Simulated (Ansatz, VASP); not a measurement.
# Na4C: VASP beside Ansatz

```xyz
5
Lattice="4.5823 0.0000 0.0000 0.0000 4.5823 0.0000 0.0000 0.0000 4.5823" Properties=species:S:1:pos:R:3 pbc="T T T"
Na    0.0000    0.0000    0.0000
Na    2.2911    2.2911    0.0000
Na    2.2911    0.0000    2.2911
Na    0.0000    2.2911    2.2911
C     2.2911    2.2911    2.2911
```

Change from the starting cell: species swapped into the Ni4N type (Pm-3m, No. 221).

Alike in both runs: task single point; functional PBE; k mesh 4 × 4 × 4; occupations gaussian, width 0.1 eV; no spin polarisation.

```csv
,VASP,Ansatz
version,VASP 6.6.1,Ansatz 0.2.0
potentials or method,"VASP PAW PBE potentials, release 64 (Na_pv, C), cutoff 520 eV","scalar-relativistic, plane waves, PAW"
valence electrons in the cell,32,40
```

Ansatz gave:

```
gap on the k mesh at the Fermi level (eV) : none
pressure (GPa)                            : 9.7
```

Q: Which values does VASP return?

A: gap on the k mesh at the Fermi level (eV): none; pressure (GPa): 9.9.

A gap of «none» marks a metal or a gap that the smearing closes. With one functional, cell and mesh, what is left measures potentials, basis and numerics. VASP's potentials hold 32 valence electrons a cell and Ansatz's 40, so a difference there can come from the potentials and not from the codes.
